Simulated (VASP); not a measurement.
Write the native input for VASP 6.6.1 that does the following.

```yaml
Task: single point
Functional: LDA
Potentials_or_basis: VASP PAW LDA potentials, release 64 (Ir_sv_GW)
Cutoff: 560 eV
k_mesh: 22 × 22 × 22
Occupations: gaussian, width 0.15 eV
Spin: no spin polarisation
Dipole_correction: no
Further_INCAR_settings: ALGO = Normal; EDIFF = 1e-06; NBANDS = 14
```

The structure of Ir lies in POSCAR:

```
Ir
1.0
    0.0000000000      1.9221777951      1.9221777951
    1.9221777951      0.0000000000      1.9221777951
    1.9221777951      1.9221777951      0.0000000000
Ir
1
Direct
    0.0000000000      0.0000000000      0.0000000000
```

One way to write it, as run:

INCAR

```
PREC     = Accurate       # precision mode
ENCUT    = 560            # plane-wave cutoff, eV
EDIFF    = 1E-6           # SCF threshold, eV
ISMEAR   = 0              # smearing method
SIGMA    = 0.15           # smearing width, eV
LREAL    = F              # projectors in reciprocal space
LASPH    = T              # aspherical terms in the spheres
NELM     = 120            # most SCF steps
ALGO     = Normal         # electronic algorithm
ISIF     = 2              # what is computed and relaxed
LWAVE    = F              # write WAVECAR
LCHARG   = T              # write CHGCAR
GGA      = CA             # functional
LELF     = T              # ELF
LVHAR    = T            
NBANDS   = 14             # bands
GGA_COMPAT= F
```

KPOINTS

```
regular mesh
0
Gamma
  22 22 22
```

Potentials or basis: VASP PAW LDA potentials, release 64 (Ir_sv_GW).

Command:

```sh
$ cat potpaw_LDA.64/Ir_sv_GW/POTCAR > POTCAR
$ mpirun -np 1 vasp_std > vasp.out
```

Results of the run:

```json
{
 "Pressure": "-10.2 GPa",
 "Band gap on the k mesh": "zero (an odd number of electrons rules out a gap without spin polarisation)"
}
```

Caveat: the cell stands under tension; spin-orbit coupling is left out, which moves the levels of the heavy elements.

Wall time 30 s on 1 thread of AMD EPYC 9R45 96-Core Processor (Zen 5) (shared host), peak memory 0.17 GiB.
